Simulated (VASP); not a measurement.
Here is a VASP 6.6.1 calculation.

File INCAR:

```
ALGO = Normal
EDIFF = 1E-6
ENCUT = 520
GGA = PE
ISIF = 2
ISMEAR = 0
LASPH = T
LCHARG = T
LELF = T
LREAL = F
LVHAR = T
LWAVE = F
NBANDS = 12
NELM = 80
PREC = Accurate
SIGMA = 0.1
```

KPOINTS

```
k-points
0
Gamma
  20 20 20
```

POSCAR

```
V
1.0
   -1.4054830309      1.4054830309      1.4054830309
    1.4054830309     -1.4054830309      1.4054830309
    1.4054830309      1.4054830309     -1.4054830309
V
1
Direct
    0.0000000000      0.0000000000      0.0000000000
```

Potentials or basis: VASP PAW PBE potentials, release 64 (V_sv).

Run with:

```sh
$ cat potpaw_PBE.64/V_sv/POTCAR > POTCAR
$ mpirun -np 1 vasp_std > vasp.out
```

Question: Estimate the pressure.

Answer: 50.6 GPa.
